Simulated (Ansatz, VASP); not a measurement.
**Two plane-wave programs on SrCl2**

File POSCAR:

```
SrCl2
1.0
    0.0000000000      3.4855000000      3.4855000000
    3.4855000000      0.0000000000      3.4855000000
    3.4855000000      3.4855000000      0.0000000000
Sr Cl
1 2
Direct
    0.0000000000      0.0000000000      0.0000000000
    0.2248959977      0.2751040023      0.2751040023
    0.7248959977      0.7751040023      0.7751040023
```

Contents of INCAR.step1:

```
  PREC = Accurate
  ENCUT = 520
  ISMEAR = 0
  SIGMA = 0.05
  LREAL = F
  LASPH = T
  NELM = 60
  NBANDS = 19
  GGA = PE
  ALGO = Normal
  EDIFF = 1E-4
  LWAVE = T
  LCHARG = F
```

File INCAR.step2:

```
  PREC = Accurate
  ENCUT = 520
  EDIFF = 1E-7
  ISMEAR = 0
  SIGMA = 0.05
  LREAL = F
  LASPH = T
  NELM = 60
  ALGO = Normal
  ISIF = 2
  LWAVE = F
  LCHARG = T
  METAGGA = R2SCAN
  LMIXTAU = T
  LELF = T
  LVHAR = T
  NBANDS = 19
  ISTART = 1
```

KPOINTS

```
regular mesh
0
Gamma
  6 6 6
```

Input for Ansatz:

```yaml
crystal:
  lattice:
    - [0.0, 3.4855, 3.4855]
    - [3.4855, 0.0, 3.4855]
    - [3.4855, 3.4855, 0.0]
  atoms:
    - { symbol: Sr, position: [0.0, 0.0, 0.0] }
    - { symbol: Cl, position: [0.2248959977, 0.2751040023, 0.2751040023] }
    - { symbol: Cl, position: [0.7248959977, 0.7751040023, 0.7751040023] }
basis:
  ecutwfc: 500
kpoints:
  mp_grid: { grid: [6, 6, 6] }
hamiltonian:
  xc: r2scan
scf:
  occupations: { method: gaussian, width: 0.05 }
output:
  forces: true
  stress: true
  eigenvalues: true
```

Change from the starting cell: all Cl atoms moved +0.175 Å, as atom 2 along Cartesian [1 0 0].

Alike in both runs: task single point; functional r2SCAN; k mesh 6 × 6 × 6; occupations gaussian, width 0.05 eV; no spin polarisation.

|  | VASP | Ansatz |
| --- | --- | --- |
| version | VASP 6.6.1 | Ansatz 0.2.0 |
| potentials or method | VASP PAW PBE potentials, release 64 (Sr_sv, Cl), cutoff 520 eV | scalar-relativistic, plane waves, PAW |
| valence electrons in the cell | 24 | 24 |

|  | VASP | Ansatz | Ansatz less VASP |
| --- | --- | --- | --- |
| gap on the k mesh at the Fermi level (eV) | 5.94 | 5.94 | -0.001 |
| least direct gap on the mesh (eV) | 5.97 | 5.97 | -0.003 |
| pressure (GPa) | 0.8 | 0.8 | -0.05 |
| traceless stress, the component that is largest in VASP (GPa) | -0.16 | -0.15 | +0.006 |
| rms of the force components (eV/Å) | 0.217 | 0.213 | -0.0044 |

VASP's potentials were made for PBE, not for r2SCAN. Atom by atom the forces differ by 0.004 eV/Å (rms over components). The functional is the same, so the differences come from potentials, cutoffs and numerics.
